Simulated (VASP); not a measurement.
Input of a VASP 6.6.1 run:

Contents of INCAR:

```
  PREC = Accurate
  ENCUT = 520
  EDIFF = 1E-6
  ISMEAR = 0
  SIGMA = 0.05
  LREAL = False
  LASPH = True
  NELM = 80
  ALGO = Normal
  ISIF = 2
  LWAVE = False
  LCHARG = False
  LDIPOL = True
  IDIPOL = 3
  DIPOL = 0.5 0.5 0.500
  GGA = PE
  IVDW = 12
  NBANDS = 20
```

Contents of KPOINTS:

```
regular mesh
0
Gamma
  12 12 1
```

POSCAR

```
WS2
1.0
    3.1592852126     -0.0000000029      0.0000000000
   -1.5796426038      2.7360212534      0.0000000000
    0.0000000000      0.0000000000     20.1303552196
S W
2 1
Direct
    0.3333333333      0.6666666667      0.4220174968
    0.3333333333      0.6666666667      0.5786039484
    0.6666666667      0.3333333333      0.5003123783
```

Potentials or basis: VASP PAW PBE potentials, release 64 (S, W_sv).

Launch:

```bash
$ cat potpaw_PBE.64/S/POTCAR potpaw_PBE.64/W_sv/POTCAR > POTCAR
$ mpirun -np 1 vasp_std > vasp.out
```

(1) Predict the dispersion energy per atom.

(2) Estimate the band gap on the k mesh.

Answers

(1) -0.310 eV.

(2) 1.92 eV.

Caveat: spin-orbit coupling is left out, which moves the levels of the heavy elements.
